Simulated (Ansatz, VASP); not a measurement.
## One calculation of ZrSi2, two programs

File INCAR:

```
  PREC = Accurate
  ENCUT = 520
  EDIFF = 1E-6
  ISMEAR = -1
  SIGMA = 0.0178
  LREAL = F
  LASPH = T
  NELM = 150
  ALGO = Normal
  ISIF = 2
  LWAVE = F
  LCHARG = T
  MAGMOM = 0 0 0 0 0 0 0 0 0 0 0 0 0 0 0 0 0 0
  LORBIT = 11
  LSORBIT = T
  GGA_COMPAT = F
  LORBMOM = T
  LMAXMIX = 4
  GGA = PE
  LVHAR = T
  NBANDS = 56
```

Contents of KPOINTS:

```
regular mesh
0
Gamma
  5 5 5
```

POSCAR

```
ZrSi2
1.0
    3.6543230000      0.0000000000      0.0000000000
    1.8271620000     -7.2207920000      0.0000000000
    0.0000000000      0.0000000000     -3.6266460000
Si Zr
4 2
Direct
    0.7500000000      0.5000000000      0.7500000000
    0.2500000000      0.5000000000      0.2500000000
    0.4410000000      0.1180000000      0.7500000000
    0.5590000000      0.8820000000      0.2500000000
    0.1060000000      0.7880000000      0.7500000000
    0.8940000000      0.2120000000      0.2500000000
```

Input for Ansatz:

```yaml
crystal:
  lattice:
    - [3.654323, 0.0, 0.0]
    - [1.827162, -7.220792, 0.0]
    - [0.0, 0.0, -3.626646]
  atoms:
    - { symbol: Si, position: [0.75, 0.5, 0.75] }
    - { symbol: Si, position: [0.25, 0.5, 0.25] }
    - { symbol: Zr, position: [0.106, 0.788, 0.75] }
    - { symbol: Zr, position: [0.894, 0.212, 0.25] }
    - { symbol: Si, position: [0.441, 0.118, 0.75] }
    - { symbol: Si, position: [0.559, 0.882, 0.25] }
  symmetry: { tolerance: 0.0003 }
kpoints:
  mp_grid: { grid: [5, 5, 5], shift: [0, 0, 0] }
magnetization:
  noncollinear: true
  spin_orbit: true
scf:
  occupations: { method: fermi_dirac, width: 0.0178 }
hamiltonian:
  pseudopotentials: { kind: paw_fr }
  xc: pbe
basis:
  ecutwfc: 420
output:
  forces: true
  stress: true
  eigenvalues: true
  write_density: true
  write_potential: true
  elf: true
  volumetric_format: npy
```

Alike in both runs: task single point; functional PBE; k mesh 5 × 5 × 5; occupations fermi-dirac, width 0.0178 eV; non-collinear spin, spin-orbit coupling.

|  | VASP | Ansatz |
| --- | --- | --- |
| version | VASP 6.6.1 | Ansatz 0.2.0 |
| potentials or method | VASP PAW PBE potentials, release 64 (Si, Zr_sv), cutoff 520 eV | PAW plane waves |
| valence electrons in the cell | 40 | 40 |

Ansatz gave:

```
pressure (GPa)                     : 7.1
rms of the force components (eV/Å) : 0.275
```

Question: What did VASP give for the same quantities?

Answer: Pressure (GPa): 7.1; rms of the force components (eV/Å): 0.278.

The functional is the same, so the differences come from potentials, cutoffs and numerics.
